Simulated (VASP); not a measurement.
# CuO (Cccm) in VASP: a series of runs

Aim: see how the results for CuO move with the level of theory and the settings. Levels: PBE, PBEsol, RPBE. Tasks: single point.

Program: VASP 6.6.1. These are calculated values, not measurements. Logs are shortened: lines on timing, memory, paths and dates and some standing lists are left out, and cuts for length are marked.

**1. The cell of the first run**

The structure is orthorhombic, space group Cccm (No. 66). The conventional cell has a = 3.982 Å, b = 4.307 Å, c = 5.156 Å, α = 90.00°, β = 90.00°, γ = 90.00°. Within 2.6 Å of Cu (site symmetry 2/m) lie 4 O at 1.95 Å. O (site symmetry 222) has 4 Cu at 1.95 Å and 2 O at 2.58 Å within 2.6 Å.

**2. Single point, PBE**

INCAR

```
PREC = Accurate
ENCUT = 520
EDIFF = 1E-7
ISMEAR = -1
SIGMA = 0.05
LREAL = False
LASPH = True
NELM = 80
ALGO = Normal
ISIF = 2
LWAVE = False
LCHARG = False
GGA = PE
NBANDS = 25
```

KPOINTS

```
regular mesh
0
Gamma
  8 8 5
```

POSCAR

```
CuO
1.0
    1.9909680000     -2.1535500000      0.0000000000
    1.9909680000      2.1535500000      0.0000000000
    0.0000000000      0.0000000000      5.1559280000
Cu O
2 2
Direct
    0.5000000000      0.0000000000      0.0000000000
    0.0000000000      0.5000000000      0.5000000000
    0.5000000000      0.5000000000      0.2500000000
    0.5000000000      0.5000000000      0.7500000000
```

Potentials or basis: VASP PAW PBE potentials, release 64 (Cu, O).

Started as:

```bash
$ cat potpaw_PBE.64/Cu/POTCAR potpaw_PBE.64/O/POTCAR > POTCAR
$ mpirun -np 1 vasp_std > vasp.out
```

OUTCAR:

```text
PREC = Accurate
   ENCUT = 520
   EDIFF = 1E-7
   ISMEAR = -1
   LREAL = False
   LASPH = True
   NELM = 80
   ISIF = 2
   GGA = PE

 ion  position               nearest neighbor table
   1  0.500  0.000  0.000-   3 1.95   4 1.95   3 1.95   4 1.95
   2  0.000  0.500  0.500-   3 1.95   4 1.95   3 1.95   4 1.95
   3  0.500  0.500  0.250-   1 1.95   2 1.95   1 1.95   2 1.95
   4  0.500  0.500  0.750-   1 1.95   2 1.95   1 1.95   2 1.95

  LATTYP: Found a base centered orthorhombic cell.
 ALAT       =     3.9819360000
 B/A-ratio  =     1.0816597755
 C/A-ratio  =     1.2948294498

  Lattice vectors:

 A1 = (   1.9909680000,  -2.1535500000,   0.0000000000)
 A2 = (   1.9909680000,   2.1535500000,   0.0000000000)
 A3 = (   0.0000000000,   0.0000000000,   5.1559280000)

Analysis of symmetry for initial positions (statically):
=====================================================================
 Subroutine PRICEL returns:
 Original cell was already a primitive cell.

 Routine SETGRP: Setting up the symmetry group for a
 base centered orthorhombic supercell.

 Subroutine GETGRP returns: Found  8 space group operations
 (whereof  4 operations were pure point group operations)
 out of a pool of  8 trial point group operations.

The static configuration has the point symmetry C_2h.
 The point group associated with its full space group is D_2h.

Analysis of symmetry for dynamics (positions and initial velocities):
=====================================================================
 Subroutine PRICEL returns:
 Original cell was already a primitive cell.

 Routine SETGRP: Setting up the symmetry group for a
 base centered orthorhombic supercell.

 Subroutine GETGRP returns: Found  8 space group operations
 (whereof  4 operations were pure point group operations)
 out of a pool of  8 trial point group operations.

The dynamic configuration has the point symmetry C_2h.
 The point group associated with its full space group is D_2h.

 Subroutine INISYM returns: Found  8 space group operations
 (whereof  4 operations are pure point group operations),
 and found     1 'primitive' translations

----------------------------------------------------------------------------------------

                                     Primitive cell

  volume of cell :      44.2136

  direct lattice vectors                    reciprocal lattice vectors
     1.990968000 -2.153550000  0.000000000     0.251134122 -0.232174781  0.000000000
     1.990968000  2.153550000  0.000000000     0.251134122  0.232174781  0.000000000
     0.000000000  0.000000000  5.155928000     0.000000000  0.000000000  0.193951506

  length of vectors
     2.932870809  2.932870809  5.155928000     0.342013854  0.342013854  0.193951506

  position of ions in fractional coordinates (direct lattice)
     0.500000000  0.000000000  0.000000000
     0.000000000  0.500000000  0.500000000
     0.500000000  0.500000000  0.250000000
     0.500000000  0.500000000  0.750000000

  ion indices of the primitive-cell ions
   primitive index   ion index
                 1           1
                 2           2
                 3           3
                 4           4

----------------------------------------------------------------------------------------

 KPOINTS: regular mesh

Automatic generation of k-mesh.
 Grid dimensions read from file:
 generate k-points for:    8    8    5

 Generating k-lattice:

  Cartesian coordinates                     Fractional coordinates (reciprocal lattice)
     0.031391765 -0.029021848  0.000000000     0.125000000  0.000000000  0.000000000
     0.031391765  0.029021848  0.000000000     0.000000000  0.125000000  0.000000000
     0.000000000  0.000000000  0.038790301     0.000000000  0.000000000  0.200000000

  Length of vectors
     0.042751732  0.042751732  0.038790301

  Shift w.r.t. Gamma in fractional coordinates (k-lattice)
     0.000000000  0.000000000  0.000000000

 Subroutine IBZKPT returns following result:
 ===========================================

 Found     63 irreducible k-points:

 Following reciprocal coordinates:
            Coordinates               Weight
  0.000000  0.000000  0.000000      1.000000
  0.125000 -0.000000  0.000000      4.000000
  0.250000 -0.000000  0.000000      4.000000
  0.375000  0.000000  0.000000      4.000000
  0.500000 -0.000000  0.000000      2.000000
  0.125000  0.125000  0.000000      2.000000
[... 16 lines left out ...]
  0.125000 -0.000000  0.200000      8.000000
  0.250000 -0.000000  0.200000      8.000000
 [... further k-points ...]
   k-points           NKPTS =     63   k-points in BZ     NKDIM =     63   number of bands    NBANDS=     25
   number of dos      NEDOS =    301   number of ions     NIONS =      4
   total plane-waves  NPLWV =  23040
   dimension x,y,z NGX =    24 NGY =   24 NGZ =   40
   dimension x,y,z NGXF=    48 NGYF=   48 NGZF=   80
   ions per type =               2   2
   NGX,Y,Z   is equivalent  to a cutoff of  13.60, 13.60, 12.90 a.u.
   NGXF,Y,Z  is equivalent  to a cutoff of  27.21, 27.21, 25.79 a.u.
 SYSTEM =  unknown system
   PREC   = accura    normal or accurate (medium, high low for compatibility)
   ISTART =      0    job   : 0-new  1-cont  2-samecut
   ICHARG =      2    charge: 1-file 2-atom 10-const
   ISPIN  =      1    spin polarized calculation?
   LNONCOLLINEAR =      F non collinear calculations
   LSORBIT =      F    spin-orbit coupling
   LASPH  =      T    aspherical Exc in radial PAW
   ENCUT  =  520.0 eV  38.22 Ry    6.18 a.u.   5.45  5.45  9.59*2*pi/ulx,y,z
   NELM   =     80;   NELMIN=  2; NELMDL= -5     # of ELM steps
   EDIFF  = 0.1E-06   stopping-criterion for ELM
   LREAL  =      F    real-space projection
   EDIFFG = 0.1E-05   stopping-criterion for IOM
   NSW    =      0    number of steps for IOM
   IBRION =     -1    ionic relax: 0-MD 1-quasi-New 2-CG
   NFREE  =      0    steps in history (QN), initial steepest desc. (CG)
   ISIF   =      2    stress and relaxation
   ISYM   =      2    0-nonsym 1-usesym 2-fastsym
   POTIM  = 0.5000    time-step for ionic-motion
   TEBEG  =    0.0;   TEEND  =   0.0 temperature during run
   PSTRESS=    0.0 pullay stress
   NELECT =      34.0000    total number of electrons
   NUPDOWN=      -1.0000    fix difference up-down
   EMIN   =  10.00;   EMAX   =-10.00  energy-range for DOS
   EFERMI =   0.00;   METHOD = LEGACY
   ISMEAR =    -1;   SIGMA  =   0.05  broadening in eV -4-tet -1-fermi 0-gaus
   EFERMI_NEDOS =   21; number of points for ismear=-14 and -15
   IALGO  =     38    algorithm
   IMIX   =      4    mixing-type and parameters
     AMIX     =   0.40;   BMIX     =  1.00
     AMIX_MAG =   1.60;   BMIX_MAG =  1.00
  volume/ion in A,a.u.               =      11.05        74.59
  Fermi-wavevector in a.u.,A,eV,Ry     =   1.499854  2.834314 30.607167  2.249563
  Thomas-Fermi vector in A             =   2.611430
   LORBIT       =      0    0 simple, 1 ext, 2 COOP (PROOUT), +10 PAW based schemes
   GGA     = PE    functional components
   LHFCALC =     F    Hartree Fock is set to
   AEXX    =    0.0000 exact exchange contribution
   IVDW    =     0    specifies the selected vdW correction
   LEPSILON=     F    determine dielectric tensor
   LRPA    =     F    only Hartree local field effects (RPA)
 non-spin polarized calculation
  energy-cutoff  :      520.00
  volume of cell :       44.21
 maximum number of plane-waves:      1209
 NGX is ok and might be reduce to    24
   NGX = 11   NGY = 11   NGZ = 19

 number of electron      33.9999999 magnetization

 Free energy of the ion-electron system (eV)
  ---------------------------------------------------
  ext. energy  EPLUGINS =         0.00000000
  ---------------------------------------------------
  free energy    TOTEN  =       -19.72810599 eV

  energy without entropy =      -19.71005203  energy(sigma->0) =      -19.71907901

 E-fermi :   4.8870     XC(G=0): -11.3344

 val. band max:        4.8441717747   @ k =   0.5000   0.3750   0.4000
 cond. band min:       4.8905719950   @ k =  -0.2500   0.1250   0.0000
 fundamental gap:      0.0464002203
 Fermi energy:         4.8870036034

 k-point     1 :       0.0000    0.0000    0.0000
  band No.  band energies     occupation
      1     -14.8769      2.00000
      2     -13.5781      2.00000
      3      -3.1795      2.00000
      4      -0.5689      2.00000
      5      -0.4093      2.00000
      6       1.1972      2.00000
[... 17 lines left out ...]
     24      19.5238      0.00000
     25      19.7885      0.00000

 k-point     2 :       0.1250   -0.0000    0.0000
  band No.  band energies     occupation
      1     -14.7960      2.00000
      2     -13.5534      2.00000
      3      -3.0372      2.00000
      4      -0.6019      2.00000
      5      -0.4130      2.00000
      6       0.4157      2.00000
[... 17 lines left out ...]
     24      19.7507      0.00000
     25      19.8336      0.00000

 k-point     3 :       0.2500   -0.0000    0.0000
  band No.  band energies     occupation
      1     -14.5919      2.00000
      2     -13.4923      2.00000
      3      -2.6724      2.00000
      4      -0.8150      2.00000
      5      -0.6951      2.00000
      6      -0.3422      2.00000
[... 17 lines left out ...]
     24      19.4924      0.00000
     25      19.9843      0.00000

 k-point     4 :       0.3750    0.0000    0.0000
  band No.  band energies     occupation
      1     -14.3738      2.00000
      2     -13.4302      2.00000
      3      -2.2732      2.00000
      4      -1.7814      2.00000
      5      -0.7030      2.00000
      6      -0.2481      2.00000
[... 17 lines left out ...]
     24      18.2770      0.00000
     25      19.6944      0.00000
[... 477 lines left out ...]
 k-point    22 :       0.0000    0.0000    0.2000
  band No.  band energies     occupation
      1     -14.7725      2.00000
      2     -13.7279      2.00000
      3      -2.7947      2.00000
      4      -0.5422      2.00000
      5      -0.4100      2.00000
      6       1.0160      2.00000
[... 17 lines left out ...]
     24      19.6182      0.00000
     25      19.6711      0.00000

 k-point    23 :       0.1250   -0.0000    0.2000
  band No.  band energies     occupation
      1     -14.6955      2.00000
      2     -13.6952      2.00000
      3      -2.6774      2.00000
      4      -0.6047      2.00000
      5      -0.4297      2.00000
      6       0.4410      2.00000
[... 17 lines left out ...]
     24      19.4336      0.00000
     25      19.9157      0.00000

 k-point    24 :       0.2500   -0.0000    0.2000
  band No.  band energies     occupation
      1     -14.5031      2.00000
      2     -13.6129      2.00000
      3      -2.3848      2.00000
      4      -0.8472      2.00000
      5      -0.6209      2.00000
      6      -0.3895      2.00000
[... 17 lines left out ...]
     24      19.4364      0.00000
     25      20.1845      0.00000

 [... further k-points ...]

------------------------ aborting loop because EDIFF is reached ----------------------------------------

  FORCE on cell =-STRESS in cart. coord.  units (eV):
  Direction    XX          YY          ZZ          XY          YZ          ZX
  --------------------------------------------------------------------------------------
  -------------------------------------------------------------------------------------
  Total        0.7092742      0.4423257      0.5816273      0.0000000      0.0000000      0.0000000
  in kB       25.7021027     16.0286405     21.0765372      0.0000000      0.0000000      0.0000000
  external PRESSURE =      20.9357601 kB  Pullay stress =       0.0000000 kB

 VOLUME and BASIS-vectors are now :
 -----------------------------------------------------------------------------
  energy-cutoff  :      520.00
  volume of cell :       44.21
      direct lattice vectors                 reciprocal lattice vectors
     1.990968000 -2.153550000  0.000000000     0.251134122 -0.232174781  0.000000000
     1.990968000  2.153550000  0.000000000     0.251134122  0.232174781  0.000000000
     0.000000000  0.000000000  5.155928000     0.000000000  0.000000000  0.193951506

 POSITION                                       TOTAL-FORCE (eV/Angst)
 -----------------------------------------------------------------------------------
      0.99548     -1.07678      0.00000        -0.000000     -0.000000      0.000000
      0.99548      1.07678      2.57796         0.000000     -0.000000      0.000000
      1.99097      0.00000      1.28898         0.000000      0.000000      0.000000
      1.99097      0.00000      3.86695         0.000000      0.000000     -0.000000
 -----------------------------------------------------------------------------------
    total drift:                                0.000000     -0.000000     -0.000000

  FREE ENERGIE OF THE ION-ELECTRON SYSTEM (eV)
  ---------------------------------------------------
  free  energy   TOTEN  =       -19.7281059900 eV

  energy  without entropy=      -19.7100520275  energy(sigma->0) =      -19.71907901
```

Run time: 44 s. Hardware: 1 thread of AMD EPYC 9R45 (Zen 5), shared host; peak memory 0.16 GiB.

What came out:

```
Free energy            : -19.7281 eV
Pressure               : 2.1 GPa
Band gap on the k mesh : zero (band 17 reaches 5.48 eV, above the bottom of band 18 at 4.63 eV)
```

Caveat: semilocal functionals often make such compounds metallic where correlation or magnetic order opens a gap, which also shifts bond lengths.

**3. Single point, PBE**

This run uses another cell than the first one, of 11.28 Å³/atom, 1.020 times its volume.

INCAR

```
SYSTEM = CuO
  PREC = Accurate
  ENCUT = 520
  EDIFF = 1E-7
  ISMEAR = -1
  SIGMA = 0.05
  LREAL = .False.
  LASPH = .True.
  NELM = 60
  ALGO = Normal
  ISIF = 2
  LWAVE = .False.
  LCHARG = .True.
  GGA = PE
  LELF = .True.
  LVHAR = .True.
  NBANDS = 25
```

KPOINTS

```
Automatic mesh
0
Gamma
  8 8 5
  0 0 0
```

POSCAR: that of step 2 with these lines changed.

```diff
@@ -2,4 +2,4 @@
 1.0
-    1.9909680000     -2.1535500000      0.0000000000
-    1.9909680000      2.1535500000      0.0000000000
+    2.0108776800     -2.1750855000      0.0000000000
+    2.0108776800      2.1750855000      0.0000000000
     0.0000000000      0.0000000000      5.1559280000
```

Potentials or basis: VASP PAW PBE potentials, release 64 (Cu, O).

Started as:

```bash
$ cat potpaw_PBE.64/Cu/POTCAR potpaw_PBE.64/O/POTCAR > POTCAR
$ mpirun -np 1 vasp_std > vasp.out
```

It took 46 s on 1 thread of AMD EPYC 9R45 (Zen 5), shared host; peak memory 0.17 GiB.

Results (log left out):

```yaml
Free_energy: -19.7331 eV
Pressure: -0.6 GPa
Band_gap_on_the_k_mesh: zero (band 17 reaches 5.24 eV, above the bottom of band 18 at 4.40 eV)
```

Stress tensor (GPa, compression positive):
```
-0.06  0.00  0.00
 0.00 -1.33  0.00
 0.00  0.00 -0.36
```

Levels at points of the mesh, in eV from the Fermi level:
```
           k point  band 13  band 14  band 15  band 16  band 17  band 18  band 19  band 20  band 21  band 22
(0.00, 0.00, 0.00)    -2.31    -2.29    -2.24    -1.81     0.60     0.78     1.40     6.11     7.27    13.18
(0.50, 0.00, 0.00)    -2.22    -1.81    -1.52    -1.46     0.24     0.49     3.83     5.86     6.34    10.92
(0.50, 0.50, 0.00)    -2.31    -2.28    -1.58    -1.20    -1.14     1.12     2.26     7.29     9.12    10.17
```

Caveat: semilocal functionals often make such compounds metallic where correlation or magnetic order opens a gap, which also shifts bond lengths. With open d or f shells a metallic result of PBE can be an artefact of self-interaction; +U or a hybrid may open a gap.

(Part 1 of 2 ends here.)
